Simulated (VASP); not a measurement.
# ZnGe3 (P4/mmm) in VASP: further runs

Runs on ZnGe3. Level: PBEsol. Tasks: single point.

Program: VASP 6.6.1. These are calculated values, not measurements. Logs are shortened: lines on timing, memory, paths and dates and some standing lists are left out, and cuts for length are marked.

## 1. The cell of the first run

It takes space group P4/mmm (No. 123, tetragonal). The conventional cell has a = 4.222 Å, b = 4.222 Å, c = 4.166 Å, α = 90.00°, β = 90.00°, γ = 90.00°. Within 3.9 Å of Zn (site symmetry 4/mmm) lie 12 Ge at 2.97 to 2.99 Å. Ge (site symmetry mmm) has 4 Zn at 2.97 Å and 8 Ge at 2.97 to 2.99 Å within 3.9 Å. Within 3.9 Å of Ge (site symmetry 4/mmm) lie 8 Ge at 2.97 Å and 4 Zn at 2.99 Å.

## 2. Single point, PBEsol

INCAR

```
PREC = Accurate ; ENCUT = 520
EDIFF = 1E-6 ; ISMEAR = -1
SIGMA = 0.1 ; LREAL = F
LASPH = T ; NELM = 80
ALGO = Normal ; ISIF = 2
LWAVE = F ; LCHARG = T
GGA = PS ; LELF = T
LVHAR = T ; NBANDS = 35
```

KPOINTS

```
Automatic mesh
0
Gamma
  8 8 8
```

POSCAR

```
ZnGe3
1.0
    4.2223630000      0.0000000000      0.0000000000
    0.0000000000      4.2223630000      0.0000000000
    0.0000000000      0.0000000000      4.1660648267
Zn Ge
1 3
Direct
    0.0000000000      0.0000000000      0.0000000000
    0.0000000000      0.5000000000      0.5000000000
    0.5000000000      0.0000000000      0.5000000000
    0.5000000000      0.5000000000      0.0000000000
```

Potentials or basis: VASP PAW PBE potentials, release 64 (Zn, Ge_d).

Command:

```bash
> cat potpaw_PBE.64/Zn/POTCAR potpaw_PBE.64/Ge_d/POTCAR > POTCAR
> mpirun -np 1 vasp_std > vasp.out
```

OUTCAR:

```text
PREC = Accurate
   ENCUT = 520
   EDIFF = 1E-6
   ISMEAR = -1
   LREAL = F
   LASPH = T
   NELM = 80
   ISIF = 2
   GGA = PS

 ion  position               nearest neighbor table
   1  0.000  0.000  0.000-   2 2.97   3 2.97   2 2.97   3 2.97   2 2.97   2 2.97   3 2.97   3 2.97

   2  0.000  0.500  0.500-   1 2.97   1 2.97   1 2.97   1 2.97
   3  0.500  0.000  0.500-   1 2.97   1 2.97   1 2.97   1 2.97
   4  0.500  0.500  0.000-

  LATTYP: Found a simple tetragonal cell.
 ALAT       =     4.2223630000
 C/A-ratio  =     0.9866666667

  Lattice vectors:

 A1 = (   4.2223630000,   0.0000000000,   0.0000000000)
 A2 = (   0.0000000000,   4.2223630000,   0.0000000000)
 A3 = (   0.0000000000,   0.0000000000,   4.1660648267)

Analysis of symmetry for initial positions (statically):
=====================================================================
 Subroutine PRICEL returns:
 Original cell was already a primitive cell.

 Routine SETGRP: Setting up the symmetry group for a
 simple tetragonal supercell.

 Subroutine GETGRP returns: Found 16 space group operations
 (whereof 16 operations were pure point group operations)
 out of a pool of 16 trial point group operations.

The static configuration has the point symmetry D_4h.

Analysis of symmetry for dynamics (positions and initial velocities):
=====================================================================
 Subroutine PRICEL returns:
 Original cell was already a primitive cell.

 Routine SETGRP: Setting up the symmetry group for a
 simple tetragonal supercell.

 Subroutine GETGRP returns: Found 16 space group operations
 (whereof 16 operations were pure point group operations)
 out of a pool of 16 trial point group operations.

The dynamic configuration has the point symmetry D_4h.

 Subroutine INISYM returns: Found 16 space group operations
 (whereof 16 operations are pure point group operations),
 and found     1 'primitive' translations

----------------------------------------------------------------------------------------

                                     Primitive cell

  volume of cell :      74.2741

  direct lattice vectors                    reciprocal lattice vectors
     4.222363000  0.000000000  0.000000000     0.236834209  0.000000000  0.000000000
     0.000000000  4.222363000  0.000000000     0.000000000  0.236834209  0.000000000
     0.000000000  0.000000000  4.166064827     0.000000000  0.000000000  0.240034671

  length of vectors
     4.222363000  4.222363000  4.166064827     0.236834209  0.236834209  0.240034671

  position of ions in fractional coordinates (direct lattice)
     0.000000000  0.000000000  0.000000000
     0.000000000  0.500000000  0.500000000
     0.500000000  0.000000000  0.500000000
     0.500000000  0.500000000  0.000000000

  ion indices of the primitive-cell ions
   primitive index   ion index
                 1           1
                 2           2
                 3           3
                 4           4

----------------------------------------------------------------------------------------

 KPOINTS: Automatic mesh

Automatic generation of k-mesh.
 Grid dimensions read from file:
 generate k-points for:    8    8    8

 Generating k-lattice:

  Cartesian coordinates                     Fractional coordinates (reciprocal lattice)
     0.029604276  0.000000000  0.000000000     0.125000000  0.000000000  0.000000000
     0.000000000  0.029604276  0.000000000     0.000000000  0.125000000  0.000000000
     0.000000000  0.000000000  0.030004334     0.000000000  0.000000000  0.125000000

  Length of vectors
     0.029604276  0.029604276  0.030004334

  Shift w.r.t. Gamma in fractional coordinates (k-lattice)
     0.000000000  0.000000000  0.000000000

 Subroutine IBZKPT returns following result:
 ===========================================

 Found     75 irreducible k-points:

 Following reciprocal coordinates:
            Coordinates               Weight
  0.000000  0.000000  0.000000      1.000000
  0.125000  0.000000  0.000000      4.000000
  0.250000  0.000000  0.000000      4.000000
  0.375000  0.000000  0.000000      4.000000
  0.500000  0.000000  0.000000      2.000000
  0.125000  0.125000  0.000000      4.000000
[... 16 lines left out ...]
  0.375000  0.125000  0.125000     16.000000
  0.500000  0.125000  0.125000      8.000000
 [... further k-points ...]
   k-points           NKPTS =     75   k-points in BZ     NKDIM =     75   number of bands    NBANDS=     35
   number of dos      NEDOS =    301   number of ions     NIONS =      4
   total plane-waves  NPLWV =  32768
   dimension x,y,z NGX =    32 NGY =   32 NGZ =   32
   dimension x,y,z NGXF=    64 NGYF=   64 NGZF=   64
   ions per type =               1   3
   NGX,Y,Z   is equivalent  to a cutoff of  12.60, 12.60, 12.77 a.u.
   NGXF,Y,Z  is equivalent  to a cutoff of  25.20, 25.20, 25.54 a.u.
 SYSTEM =  unknown system
   PREC   = accura    normal or accurate (medium, high low for compatibility)
   ISTART =      0    job   : 0-new  1-cont  2-samecut
   ICHARG =      2    charge: 1-file 2-atom 10-const
   ISPIN  =      1    spin polarized calculation?
   LNONCOLLINEAR =      F non collinear calculations
   LSORBIT =      F    spin-orbit coupling
   LASPH  =      T    aspherical Exc in radial PAW
   ENCUT  =  520.0 eV  38.22 Ry    6.18 a.u.   7.85  7.85  7.75*2*pi/ulx,y,z
   NELM   =     80;   NELMIN=  2; NELMDL= -5     # of ELM steps
   EDIFF  = 0.1E-05   stopping-criterion for ELM
   LREAL  =      F    real-space projection
   EDIFFG = 0.1E-04   stopping-criterion for IOM
   NSW    =      0    number of steps for IOM
   IBRION =     -1    ionic relax: 0-MD 1-quasi-New 2-CG
   NFREE  =      0    steps in history (QN), initial steepest desc. (CG)
   ISIF   =      2    stress and relaxation
   ISYM   =      2    0-nonsym 1-usesym 2-fastsym
   POTIM  = 0.5000    time-step for ionic-motion
   TEBEG  =    0.0;   TEEND  =   0.0 temperature during run
   PSTRESS=    0.0 pullay stress
   NELECT =      54.0000    total number of electrons
   NUPDOWN=      -1.0000    fix difference up-down
   EMIN   =  10.00;   EMAX   =-10.00  energy-range for DOS
   EFERMI =   0.00;   METHOD = LEGACY
   ISMEAR =    -1;   SIGMA  =   0.10  broadening in eV -4-tet -1-fermi 0-gaus
   EFERMI_NEDOS =   21; number of points for ismear=-14 and -15
   IALGO  =     38    algorithm
   IMIX   =      4    mixing-type and parameters
     AMIX     =   0.40;   BMIX     =  1.00
     AMIX_MAG =   1.60;   BMIX_MAG =  1.00
  volume/ion in A,a.u.               =      18.57       125.31
  Fermi-wavevector in a.u.,A,eV,Ry     =   1.472065  2.781800 29.483496  2.166976
  Thomas-Fermi vector in A             =   2.587125
   LORBIT       =      0    0 simple, 1 ext, 2 COOP (PROOUT), +10 PAW based schemes
   GGA     = PS    functional components
   LHFCALC =     F    Hartree Fock is set to
   AEXX    =    0.0000 exact exchange contribution
   IVDW    =     0    specifies the selected vdW correction
   LEPSILON=     F    determine dielectric tensor
   LRPA    =     F    only Hartree local field effects (RPA)
 non-spin polarized calculation
  energy-cutoff  :      520.00
  volume of cell :       74.27
 maximum number of plane-waves:      2016
 NGX is ok and might be reduce to    32
   NGX = 15   NGY = 15   NGZ = 15

 number of electron      54.0000061 magnetization

 Free energy of the ion-electron system (eV)
  ---------------------------------------------------
  ext. energy  EPLUGINS =         0.00000000
  ---------------------------------------------------
  free energy    TOTEN  =       -15.35596489 eV

  energy without entropy =      -15.28600957  energy(sigma->0) =      -15.32098723

 E-fermi :   5.6228     XC(G=0): -11.3191

 val. band max:        5.6114184775   @ k =   0.3750   0.0000   0.5000
 cond. band min:       5.6256342490   @ k =   0.2500   0.0000   0.2500
 fundamental gap:      0.0142157715
 Fermi energy:         5.6227868687

 k-point     1 :       0.0000    0.0000    0.0000
  band No.  band energies     occupation
      1     -19.1483      2.00000
      2     -19.1483      2.00000
      3     -19.1413      2.00000
      4     -19.1339      2.00000
      5     -19.1008      2.00000
      6     -19.0905      2.00000
[... 27 lines left out ...]
     34      12.8466      0.00000
     35      13.0016      0.00000

 k-point     2 :       0.1250    0.0000    0.0000
  band No.  band energies     occupation
      1     -19.1475      2.00000
      2     -19.1429      2.00000
      3     -19.1362      2.00000
      4     -19.1305      2.00000
      5     -19.0997      2.00000
      6     -19.0880      2.00000
[... 27 lines left out ...]
     34      13.2916      0.00000
     35      13.3269      0.00000

 k-point     3 :       0.2500    0.0000    0.0000
  band No.  band energies     occupation
      1     -19.1457      2.00000
      2     -19.1274      2.00000
      3     -19.1218      2.00000
      4     -19.1214      2.00000
      5     -19.0976      2.00000
      6     -19.0804      2.00000
[... 27 lines left out ...]
     34      13.6397      0.00000
     35      13.6820      0.00000

 k-point     4 :       0.3750    0.0000    0.0000
  band No.  band energies     occupation
      1     -19.1438      2.00000
      2     -19.1101      2.00000
      3     -19.1047      2.00000
      4     -19.1011      2.00000
      5     -19.0953      2.00000
      6     -19.0692      2.00000
[... 27 lines left out ...]
     34      13.1758      0.00000
     35      13.3564      0.00000

 k-point     5 :       0.5000    0.0000    0.0000
  band No.  band energies     occupation
      1     -19.1430      2.00000
      2     -19.1046      2.00000
      3     -19.0933      2.00000
      4     -19.0856      2.00000
      5     -19.0856      2.00000
      6     -19.0656      2.00000
[... 638 lines left out ...]
 k-point    22 :       0.2500    0.1250    0.1250
  band No.  band energies     occupation
      1     -19.1373      2.00000
      2     -19.1265      2.00000
      3     -19.1198      2.00000
      4     -19.1118      2.00000
      5     -19.0922      2.00000
      6     -19.0775      2.00000
[... 27 lines left out ...]
     34      11.6872      0.00000
     35      13.8987      0.00000

 k-point    23 :       0.3750    0.1250    0.1250
  band No.  band energies     occupation
      1     -19.1351      2.00000
      2     -19.1119      2.00000
      3     -19.1033      2.00000
      4     -19.0977      2.00000
      5     -19.0905      2.00000
      6     -19.0716      2.00000
[... 27 lines left out ...]
     34      10.6323      0.00000
     35      13.6684      0.00000

 k-point    24 :       0.5000    0.1250    0.1250
  band No.  band energies     occupation
      1     -19.1342      2.00000
      2     -19.1030      2.00000
      3     -19.0912      2.00000
      4     -19.0905      2.00000
      5     -19.0879      2.00000
      6     -19.0728      2.00000
[... 27 lines left out ...]
     34      12.1120      0.00000
     35      12.2920      0.00000

 [... further k-points ...]
[... 5 lines left out ...]
  --------------------------------------------------------------------------------------
  -------------------------------------------------------------------------------------
  Total       -1.3362719     -1.3362719     -1.6350947      0.0000000      0.0000000      0.0000000
  in kB      -28.8249310    -28.8249310    -35.2708826      0.0000000      0.0000000      0.0000000
  external PRESSURE =     -30.9735815 kB  Pullay stress =       0.0000000 kB

 VOLUME and BASIS-vectors are now :
 -----------------------------------------------------------------------------
  energy-cutoff  :      520.00
  volume of cell :       74.27
      direct lattice vectors                 reciprocal lattice vectors
     4.222363000  0.000000000  0.000000000     0.236834209  0.000000000  0.000000000
     0.000000000  4.222363000  0.000000000     0.000000000  0.236834209  0.000000000
     0.000000000  0.000000000  4.166064827     0.000000000  0.000000000  0.240034671

 POSITION                                       TOTAL-FORCE (eV/Angst)
 -----------------------------------------------------------------------------------
      0.00000      0.00000      0.00000         0.000000      0.000000      0.000000
      0.00000      2.11118      2.08303         0.000000      0.000000      0.000000
      2.11118      0.00000      2.08303         0.000000      0.000000      0.000000
      2.11118      2.11118      0.00000         0.000000      0.000000      0.000000
 -----------------------------------------------------------------------------------
    total drift:                                0.000000     -0.000000     -0.000000

  FREE ENERGIE OF THE ION-ELECTRON SYSTEM (eV)
  ---------------------------------------------------
  free  energy   TOTEN  =       -15.3559648892 eV

  energy  without entropy=      -15.2860095669  energy(sigma->0) =      -15.32098723
```

It took 1.7 min on 1 thread of Oxide Virtual Turin-like, shared host; peak memory 0.25 GiB.

Results:

```yaml
Free_energy: -15.3560 eV
Pressure: -3.1 GPa
Band_gap_on_the_k_mesh: zero (bands 27 and 28 overlap by 4.43 eV)
```

Levels at points of the mesh, in eV from the Fermi level:
| k point | band 23 | band 24 | band 25 | band 26 | band 27 | band 28 | band 29 | band 30 | band 31 | band 32 |
| --- | --- | --- | --- | --- | --- | --- | --- | --- | --- | --- |
| (0.00, 0.00, 0.00) | -5.05 | -3.79 | -3.79 | -3.64 | -1.48 | 2.77 | 2.77 | 2.81 | 4.37 | 4.37 |
| (0.50, 0.00, 0.00) | -4.93 | -1.89 | -1.74 | -1.71 | -1.00 | -0.85 | 0.36 | 0.45 | 5.01 | 5.10 |
| (0.50, 0.50, 0.00) | -6.83 | -6.07 | -0.52 | 0.07 | 0.42 | 0.42 | 0.60 | 0.60 | 2.55 | 2.96 |
| (0.00, 0.00, 0.50) | -5.01 | -1.81 | -1.81 | -1.78 | -0.95 | -0.95 | 0.25 | 0.37 | 4.92 | 4.92 |
| (0.50, 0.00, 0.50) | -6.81 | -6.04 | -0.72 | -0.02 | 0.23 | 0.24 | 0.49 | 0.52 | 2.32 | 2.82 |
| (0.50, 0.50, 0.50) | -6.50 | -5.68 | -4.79 | -4.79 | -4.76 | -3.19 | 6.84 | 7.00 | 7.10 | 7.18 |

Caveat: the cell stands under tension; the PAW data sets were made with another functional, which shifts forces and pressure a little.

## 3. Single point, PBEsol

This run uses another cell than the first one, of 18.69 Å³/atom.

INCAR

```
  ALGO = Normal
  EDIFF = 1E-6
  ENCUT = 520
  GGA = PS
  ISIF = 2
  ISMEAR = -1
  LASPH = True
  LCHARG = True
  LELF = True
  LREAL = False
  LVHAR = True
  LWAVE = False
  NBANDS = 35
  NELM = 80
  PREC = Accurate
  SIGMA = 0.1
```

KPOINTS

```
k-points
0
Gamma
  8 8 8
```

POSCAR: that of step 2 with these lines changed.

```diff
@@ -4,3 +4,3 @@
     0.0000000000      4.2223630000      0.0000000000
-    0.0000000000      0.0000000000      4.1660648267
+    0.0000000000      0.0000000000      4.1942139133
 Zn Ge
```

Potentials or basis: VASP PAW PBE potentials, release 64 (Zn, Ge_d).

Command:

```bash
> cat potpaw_PBE.64/Zn/POTCAR potpaw_PBE.64/Ge_d/POTCAR > POTCAR
> mpirun -np 1 vasp_std > vasp.out
```

It took 2.1 min on 1 thread of Oxide Virtual Turin-like, shared host; peak memory 0.25 GiB.

The run converged. Its results:

* Free energy: -15.3446 eV
* Pressure: -3.5 GPa
* Band gap on the k mesh: zero (bands 27 and 28 overlap by 4.34 eV)

Stress tensor (GPa, compression positive):
```
-3.36  0.00  0.00
 0.00 -3.36  0.00
 0.00  0.00 -3.71
```

Levels at points of the mesh, in eV from the Fermi level:
```
           k point  band 25  band 26  band 27  band 28  band 29  band 30
(0.00, 0.00, 0.00)    -3.73    -3.66    -1.48     2.77     2.77     2.78
(0.50, 0.00, 0.00)    -1.77    -1.74    -0.95    -0.88     0.35     0.45
(0.50, 0.50, 0.00)    -0.60     0.05     0.35     0.35     0.57     0.57
(0.00, 0.00, 0.50)    -1.80    -1.78    -0.93    -0.93     0.29     0.41
(0.50, 0.00, 0.50)    -0.70     0.00     0.25     0.26     0.51     0.53
(0.50, 0.50, 0.50)    -4.75    -4.75    -4.74    -3.18     6.86     6.99
```

Caveat: the cell stands under tension; the PAW data sets were made with another functional, which shifts forces and pressure a little.

[end of part 1 of 2]
